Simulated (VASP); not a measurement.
# TaN (P-6m2) in VASP: a series of runs

The runs below take TaN through single point, with LDA.

Everything below comes from runs of VASP 6.6.1. Logs are shortened: lines on timing, memory, paths and dates and some standing lists are left out, and cuts for length are marked.

### 1 The cell of the first run

Symmetry: P-6m2, No. 187, hexagonal system. The conventional cell has a = 2.938 Å, b = 2.938 Å, c = 2.883 Å, α = 90.00°, β = 90.00°, γ = 120.00°. Within 2.9 Å of Ta (site symmetry -6m2) lie 6 N at 2.23 Å and 2 Ta at 2.88 Å. Within 2.9 Å of N (site symmetry -6m2) lie 6 Ta at 2.23 Å and 2 N at 2.88 Å.

### 2 Single point, LDA

Contents of INCAR:

```
SYSTEM = TaN
ALGO = Normal ; EDIFF = 1E-6
ENCUT = 520 ; GGA = CA
ISIF = 2 ; ISMEAR = -1
LASPH = .TRUE. ; LCHARG = .FALSE.
LREAL = .FALSE. ; LWAVE = .FALSE.
NBANDS = 15 ; NELM = 80
PREC = Accurate ; SIGMA = 0.02
```

Contents of KPOINTS:

```
k-points
0
G
  9 9 8
  0 0 0
```

Contents of POSCAR:

```
TaN
1.0
    2.9380000000      0.0000000000      0.0000000000
   -1.4690000000      2.5443826363      0.0000000000
    0.0000000000      0.0000000000      2.8830000000
Ta N
1 1
Direct
    0.3333333155      0.6666666310      0.5000000000
    0.0000000000      0.0000000000      0.0000000000
```

Potentials or basis: VASP PAW LDA potentials, release 64 (Ta_pv, N).

Started as:

```sh
$ cat potpaw_LDA.64/Ta_pv/POTCAR potpaw_LDA.64/N/POTCAR > POTCAR
$ mpirun -np 1 vasp_std > vasp.out
```

OUTCAR:

```text
SYSTEM = TaN
   EDIFF = 1E-6
   ENCUT = 520
   GGA = CA
   ISIF = 2
   ISMEAR = -1
   LASPH = .TRUE.
   LREAL = .FALSE.
   NELM = 80
   PREC = Accurate

 ion  position               nearest neighbor table
   1  0.333  0.667  0.500-   2 2.23   2 2.23   2 2.23   2 2.23   2 2.23   2 2.23
   2  0.000  0.000  0.000-   1 2.23   1 2.23   1 2.23   1 2.23   1 2.23   1 2.23

  LATTYP: Found a hexagonal cell.
 ALAT       =     2.9380000000
 C/A-ratio  =     0.9812797822

  Lattice vectors:

 A1 = (   2.9380000000,   0.0000000000,   0.0000000000)
 A2 = (  -1.4690000000,   2.5443826363,   0.0000000000)
 A3 = (   0.0000000000,   0.0000000000,   2.8830000000)

Analysis of symmetry for initial positions (statically):
=====================================================================
 Subroutine PRICEL returns:
 Original cell was already a primitive cell.

 Routine SETGRP: Setting up the symmetry group for a
 hexagonal supercell.

 Subroutine GETGRP returns: Found 12 space group operations
 (whereof 12 operations were pure point group operations)
 out of a pool of 24 trial point group operations.

The static configuration has the point symmetry D_3h.

Analysis of symmetry for dynamics (positions and initial velocities):
=====================================================================
 Subroutine PRICEL returns:
 Original cell was already a primitive cell.

 Routine SETGRP: Setting up the symmetry group for a
 hexagonal supercell.

 Subroutine GETGRP returns: Found 12 space group operations
 (whereof 12 operations were pure point group operations)
 out of a pool of 24 trial point group operations.

The dynamic configuration has the point symmetry D_3h.

 Subroutine INISYM returns: Found 12 space group operations
 (whereof 12 operations are pure point group operations),
 and found     1 'primitive' translations

----------------------------------------------------------------------------------------

                                     Primitive cell

  volume of cell :      21.5516

  direct lattice vectors                    reciprocal lattice vectors
     2.938000000  0.000000000  0.000000000     0.340367597  0.196511324  0.000000000
    -1.469000000  2.544382636  0.000000000     0.000000000  0.393022648  0.000000000
     0.000000000  0.000000000  2.883000000     0.000000000  0.000000000  0.346860909

  length of vectors
     2.938000000  2.938000000  2.883000000     0.393022648  0.393022648  0.346860909

  position of ions in fractional coordinates (direct lattice)
     0.333333315  0.666666631  0.500000000
     0.000000000  0.000000000  0.000000000

  ion indices of the primitive-cell ions
   primitive index   ion index
                 1           1
                 2           2

----------------------------------------------------------------------------------------

 KPOINTS: k-points

Automatic generation of k-mesh.
 Grid dimensions read from file:
 generate k-points for:    9    9    8

 Generating k-lattice:

  Cartesian coordinates                     Fractional coordinates (reciprocal lattice)
     0.037818622  0.021834592  0.000000000     0.111111111  0.000000000  0.000000000
     0.000000000  0.043669183  0.000000000     0.000000000  0.111111111  0.000000000
     0.000000000  0.000000000  0.043357614     0.000000000  0.000000000  0.125000000

  Length of vectors
     0.043669183  0.043669183  0.043357614

  Shift w.r.t. Gamma in fractional coordinates (k-lattice)
     0.000000000  0.000000000  0.000000000

 Subroutine IBZKPT returns following result:
 ===========================================

 Found     60 irreducible k-points:

 Following reciprocal coordinates:
            Coordinates               Weight
  0.000000  0.000000  0.000000      1.000000
  0.111111 -0.000000  0.000000      6.000000
  0.222222 -0.000000  0.000000      6.000000
  0.333333 -0.000000  0.000000      6.000000
  0.444444 -0.000000  0.000000      6.000000
  0.111111  0.111111  0.000000      6.000000
[... 16 lines left out ...]
  0.333333  0.222222  0.125000     24.000000
  0.333333  0.333333  0.125000      4.000000
 [... further k-points ...]
   k-points           NKPTS =     60   k-points in BZ     NKDIM =     60   number of bands    NBANDS=     15
   number of dos      NEDOS =    301   number of ions     NIONS =      2
   total plane-waves  NPLWV =  13824
   dimension x,y,z NGX =    24 NGY =   24 NGZ =   24
   dimension x,y,z NGXF=    48 NGYF=   48 NGZF=   48
   ions per type =               1   1
   NGX,Y,Z   is equivalent  to a cutoff of  13.58, 13.58, 13.84 a.u.
   NGXF,Y,Z  is equivalent  to a cutoff of  27.16, 27.16, 27.68 a.u.
 SYSTEM =  TaN
   PREC   = accura    normal or accurate (medium, high low for compatibility)
   ISTART =      0    job   : 0-new  1-cont  2-samecut
   ICHARG =      2    charge: 1-file 2-atom 10-const
   ISPIN  =      1    spin polarized calculation?
   LNONCOLLINEAR =      F non collinear calculations
   LSORBIT =      F    spin-orbit coupling
   LASPH  =      T    aspherical Exc in radial PAW
   ENCUT  =  520.0 eV  38.22 Ry    6.18 a.u.   5.46  5.46  5.36*2*pi/ulx,y,z
   NELM   =     80;   NELMIN=  2; NELMDL= -5     # of ELM steps
   EDIFF  = 0.1E-05   stopping-criterion for ELM
   LREAL  =      F    real-space projection
   EDIFFG = 0.1E-04   stopping-criterion for IOM
   NSW    =      0    number of steps for IOM
   IBRION =     -1    ionic relax: 0-MD 1-quasi-New 2-CG
   NFREE  =      0    steps in history (QN), initial steepest desc. (CG)
   ISIF   =      2    stress and relaxation
   ISYM   =      2    0-nonsym 1-usesym 2-fastsym
   POTIM  = 0.5000    time-step for ionic-motion
   TEBEG  =    0.0;   TEEND  =   0.0 temperature during run
   PSTRESS=    0.0 pullay stress
   NELECT =      16.0000    total number of electrons
   NUPDOWN=      -1.0000    fix difference up-down
   EMIN   =  10.00;   EMAX   =-10.00  energy-range for DOS
   EFERMI =   0.00;   METHOD = LEGACY
   ISMEAR =    -1;   SIGMA  =   0.02  broadening in eV -4-tet -1-fermi 0-gaus
   EFERMI_NEDOS =   21; number of points for ismear=-14 and -15
   IALGO  =     38    algorithm
   IMIX   =      4    mixing-type and parameters
     AMIX     =   0.40;   BMIX     =  1.00
     AMIX_MAG =   1.60;   BMIX_MAG =  1.00
  volume/ion in A,a.u.               =      10.78        72.72
  Fermi-wavevector in a.u.,A,eV,Ry     =   1.482365  2.801264 29.897531  2.197407
  Thomas-Fermi vector in A             =   2.596160
   LORBIT       =      0    0 simple, 1 ext, 2 COOP (PROOUT), +10 PAW based schemes
   GGA     = CA    functional components
   LHFCALC =     F    Hartree Fock is set to
   AEXX    =    0.0000 exact exchange contribution
   IVDW    =     0    specifies the selected vdW correction
   LEPSILON=     F    determine dielectric tensor
   LRPA    =     F    only Hartree local field effects (RPA)
 non-spin polarized calculation
  energy-cutoff  :      520.00
  volume of cell :       21.55
 maximum number of plane-waves:       599
 NGX is ok and might be reduce to    24
   NGX = 11   NGY = 11   NGZ = 11

 number of electron      16.0000001 magnetization

 Free energy of the ion-electron system (eV)
  ---------------------------------------------------
  ext. energy  EPLUGINS =         0.00000000
  ---------------------------------------------------
  free energy    TOTEN  =       -24.70107010 eV

  energy without entropy =      -24.70092381  energy(sigma->0) =      -24.70099696

 E-fermi :   8.1579     XC(G=0): -13.5825

 val. band max:        8.1363421536   @ k =   0.0000   0.0000   0.3750
 cond. band min:       8.2530858869   @ k =   0.3333   0.3333   0.0000
 fundamental gap:      0.1167437333
 Fermi energy:         8.1578764542

 k-point     1 :       0.0000    0.0000    0.0000
  band No.  band energies     occupation
      1     -26.5231      2.00000
      2     -26.2579      2.00000
      3     -26.2579      2.00000
      4      -9.4288      2.00000
      5       3.5634      2.00000
      6       3.5634      2.00000
      7       3.9107      2.00000
      8       5.2345      2.00000
      9      10.4740      0.00000
     10      11.6874      0.00000
     11      11.6874      0.00000
     12      12.0384      0.00000
     13      12.0384      0.00000
     14      20.4919      0.00000
     15      21.2918      0.00000

 k-point     2 :       0.1111   -0.0000    0.0000
  band No.  band energies     occupation
      1     -26.5061      2.00000
      2     -26.3909      2.00000
      3     -26.2864      2.00000
      4      -9.1723      2.00000
      5       2.8682      2.00000
      6       3.7562      2.00000
      7       4.2533      2.00000
      8       4.8750      2.00000
      9      11.1129      0.00000
     10      11.4101      0.00000
     11      11.7308      0.00000
     12      11.9104      0.00000
     13      12.3645      0.00000
     14      20.4940      0.00000
     15      21.2294      0.00000

 k-point     3 :       0.2222   -0.0000    0.0000
  band No.  band energies     occupation
      1     -26.7147      2.00000
      2     -26.4628      2.00000
      3     -26.3577      2.00000
      4      -8.5102      2.00000
      5       1.6190      2.00000
      6       4.1076      2.00000
      7       4.2206      2.00000
      8       4.8934      2.00000
      9      10.3505      0.00000
     10      11.6026      0.00000
     11      11.9792      0.00000
     12      12.9366      0.00000
     13      13.0775      0.00000
     14      20.4996      0.00000
     15      21.2573      0.00000
[... 343 lines left out ...]
 k-point    23 :       0.3333    0.2222    0.1250
  band No.  band energies     occupation
      1     -27.1323      2.00000
      2     -26.7365      2.00000
      3     -26.4915      2.00000
      4      -6.9182      2.00000
      5       0.6508      2.00000
      6       2.3915      2.00000
      7       3.0491      2.00000
      8       7.0150      2.00000
      9       9.8428      0.00000
     10      10.9685      0.00000
     11      12.1320      0.00000
     12      14.7135      0.00000
     13      19.0028      0.00000
     14      20.3873      0.00000
     15      20.5885      0.00000

 k-point    24 :       0.3333    0.3333    0.1250
  band No.  band energies     occupation
      1     -27.0227      2.00000
      2     -26.9237      2.00000
      3     -26.4817      2.00000
      4      -6.7806      2.00000
      5       1.0734      2.00000
      6       1.9774      2.00000
      7       2.6533      2.00000
      8       7.7008      2.00000
      9      10.0054      0.00000
     10      10.5071      0.00000
     11      11.2282      0.00000
     12      15.1913      0.00000
     13      19.7599      0.00000
     14      20.5417      0.00000
     15      21.9187      0.00000

 [... further k-points ...]
[... 5 lines left out ...]
  --------------------------------------------------------------------------------------
  -------------------------------------------------------------------------------------
  Total       -1.2754285     -1.2754285     -1.4078423     -0.0000000     -0.0000000      0.0000000
  in kB      -94.8173577    -94.8173577   -104.6612086     -0.0000000     -0.0000000      0.0000000
  external PRESSURE =     -98.0986414 kB  Pullay stress =       0.0000000 kB

 VOLUME and BASIS-vectors are now :
 -----------------------------------------------------------------------------
  energy-cutoff  :      520.00
  volume of cell :       21.55
      direct lattice vectors                 reciprocal lattice vectors
     2.938000000  0.000000000  0.000000000     0.340367597  0.196511324  0.000000000
    -1.469000000  2.544382636  0.000000000     0.000000000  0.393022648  0.000000000
     0.000000000  0.000000000  2.883000000     0.000000000  0.000000000  0.346860909

 POSITION                                       TOTAL-FORCE (eV/Angst)
 -----------------------------------------------------------------------------------
      0.00000      1.69626      1.44150         0.000000      0.000000      0.000000
      0.00000      0.00000      0.00000        -0.000000      0.000000      0.000000
 -----------------------------------------------------------------------------------
    total drift:                                0.000000      0.000019      0.000000

  FREE ENERGIE OF THE ION-ELECTRON SYSTEM (eV)
  ---------------------------------------------------
  free  energy   TOTEN  =       -24.7010700982 eV

  energy  without entropy=      -24.7009238125  energy(sigma->0) =      -24.70099696
```

It took 10 s on 1 thread of Intel Xeon Platinum 8259CL at 2.50GHz (Skylake/Cascade Lake), shared host; peak memory 0.14 GiB.

What came out:

| Quantity | Value |
| --- | --- |
| Free energy | -24.7011 eV |
| Pressure | -9.8 GPa |
| Band gap on the k mesh | zero (band 8 reaches 8.25 eV, above the bottom of band 9 at 7.99 eV) |

Stress tensor (GPa, compression positive):
```
 -9.48   0.00   0.00
  0.00  -9.48   0.00
  0.00   0.00 -10.47
```

Caveat: spin-orbit coupling is left out, which moves the levels of the heavy elements.

### 3 Single point, LDA

Contents of INCAR:

```
SYSTEM = TaN
ALGO     = Normal         ! electronic algorithm
EDIFF    = 1E-6           ! SCF threshold, eV
ENCUT    = 520            ! plane-wave cutoff, eV
GGA      = CA             ! functional
ISIF     = 2              ! what is computed and relaxed
ISMEAR   = -1             ! smearing method
LASPH    = .True.         ! aspherical terms in the spheres
LCHARG   = .False.        ! write CHGCAR
LREAL    = .False.        ! projectors in reciprocal space
LWAVE    = .False.        ! write WAVECAR
NBANDS   = 15             ! bands
NELM     = 80             ! most SCF steps
PREC     = Accurate       ! precision mode
SIGMA    = 0.02           ! smearing width, eV
```

Contents of KPOINTS:

```
k-points
0
Gamma
  9 9 8
  0 0 0
```

Contents of POSCAR:

```
TaN
1.0
    2.9380000000      0.0000000000      0.0000000000
   -1.4690000000      2.5443826363      0.0000000000
    0.0000000000      0.0000000000      2.8830000000
Ta N
1 1
Direct
    0.4999999375      0.4999998750      0.5000000000
   -0.1666666220      0.1666667560      0.0000000000
```

Potentials or basis: VASP PAW LDA potentials, release 64 (Ta_pv, N).

Started as:

```sh
$ cat potpaw_LDA.64/Ta_pv/POTCAR potpaw_LDA.64/N/POTCAR > POTCAR
$ mpirun -np 1 vasp_std > vasp.out
```

OUTCAR:

```text
SYSTEM = TaN
   EDIFF = 1E-6
   ENCUT = 520
   GGA = CA
   ISIF = 2
   ISMEAR = -1
   LASPH = .True.
   LREAL = .False.
   NELM = 80
   PREC = Accurate

 ion  position               nearest neighbor table
   1  0.500  0.500  0.500-   2 2.23   2 2.23   2 2.23   2 2.23   2 2.23   2 2.23
   2  0.833  0.167  0.000-   1 2.23   1 2.23   1 2.23   1 2.23   1 2.23   1 2.23

  LATTYP: Found a hexagonal cell.
 ALAT       =     2.9380000000
 C/A-ratio  =     0.9812797822

  Lattice vectors:

 A1 = (   2.9380000000,   0.0000000000,   0.0000000000)
[... 611 lines left out ...]
     10      10.5071      0.00000
     11      11.2282      0.00000
     12      15.1913      0.00000
     13      19.7599      0.00000
     14      20.5417      0.00000
     15      21.9187      0.00000

 [... further k-points ...]
[... 5 lines left out ...]
  --------------------------------------------------------------------------------------
  -------------------------------------------------------------------------------------
  Total       -1.2754066     -1.2754066     -1.4078261     -0.0000000     -0.0000000      0.0000000
  in kB      -94.8157303    -94.8157303   -104.6600021     -0.0000000     -0.0000000      0.0000000
  external PRESSURE =     -98.0971542 kB  Pullay stress =       0.0000000 kB

 VOLUME and BASIS-vectors are now :
 -----------------------------------------------------------------------------
  energy-cutoff  :      520.00
  volume of cell :       21.55
      direct lattice vectors                 reciprocal lattice vectors
     2.938000000  0.000000000  0.000000000     0.340367597  0.196511324  0.000000000
    -1.469000000  2.544382636  0.000000000     0.000000000  0.393022648  0.000000000
     0.000000000  0.000000000  2.883000000     0.000000000  0.000000000  0.346860909

 POSITION                                       TOTAL-FORCE (eV/Angst)
 -----------------------------------------------------------------------------------
      0.73450      1.27219      1.44150         0.000000     -0.000000      0.000000
      2.20350      0.42406      0.00000        -0.000000      0.000000      0.000000
 -----------------------------------------------------------------------------------
    total drift:                                0.000021     -0.000088      0.000000

  FREE ENERGIE OF THE ION-ELECTRON SYSTEM (eV)
  ---------------------------------------------------
  free  energy   TOTEN  =       -24.7010702695 eV

  energy  without entropy=      -24.7009239840  energy(sigma->0) =      -24.70099713
```

OSZICAR:

```text
N       E                     dE             d eps       ncg     rms          rms(c)
DAV:   1     0.885394875959E+02    0.88539E+02   -0.90319E+03  1808   0.112E+03
DAV:   2    -0.247843189133E+02   -0.11332E+03   -0.10816E+03  2199   0.297E+02
DAV:   3    -0.272505820301E+02   -0.24663E+01   -0.24590E+01  2157   0.418E+01
DAV:   4    -0.272594299655E+02   -0.88479E-02   -0.88457E-02  2220   0.281E+00
DAV:   5    -0.272594825217E+02   -0.52556E-04   -0.52553E-04  2199   0.201E-01    0.234E+01
DAV:   6    -0.248397830605E+02    0.24197E+01   -0.42696E+00  2192   0.234E+01    0.991E+00
DAV:   7    -0.247427661996E+02    0.97017E-01   -0.57457E-01  1940   0.556E+00    0.678E+00
DAV:   8    -0.247080036861E+02    0.34763E-01   -0.16025E-01  2052   0.331E+00    0.134E+00
DAV:   9    -0.247012899078E+02    0.67138E-02   -0.14461E-02  1961   0.954E-01    0.185E-01
DAV:  10    -0.247011642164E+02    0.12569E-03   -0.76579E-04  2073   0.323E-01    0.128E-01
DAV:  11    -0.247010692911E+02    0.94925E-04   -0.13569E-04  1933   0.105E-01    0.143E-02
DAV:  12    -0.247010703287E+02   -0.10376E-05   -0.10331E-05  2038   0.260E-02    0.372E-03
DAV:  13    -0.247010702695E+02    0.59153E-07   -0.68195E-08   935   0.245E-03
   1 F= -.24701070E+02 E0= -.24700997E+02  d E =-.146286E-03
```

stdout:

```text
POSCAR found type information on POSCAR TaN
 POSCAR found :  2 types and       2 ions
 scaLAPACK will be used
 LDA part: xc-table for (Slater(with rela. corr.)+CA(PZ))
 , standard interpolation
 POSCAR, INCAR and KPOINTS ok, starting setup
 FFT: planning ... GRIDC
 FFT: planning ... GRID_SOFT
 FFT: planning ... GRID
 WAVECAR not read
 entering main loop
```

Run time: 13 s. Hardware: 1 thread of Intel Xeon Platinum 8259CL at 2.50GHz (Skylake/Cascade Lake), shared host; peak memory 0.14 GiB.

Results:

- Free energy: -24.7011 eV
- Pressure: -9.8 GPa
- Band gap on the k mesh: zero (band 8 reaches 8.25 eV, above the bottom of band 9 at 7.99 eV)

Stress tensor (GPa, compression positive):
```
 -9.48   0.00   0.00
  0.00  -9.48   0.00
  0.00   0.00 -10.47
```

Caveat: spin-orbit coupling is left out, which moves the levels of the heavy elements.

(Part 1 of 2 ends here.)
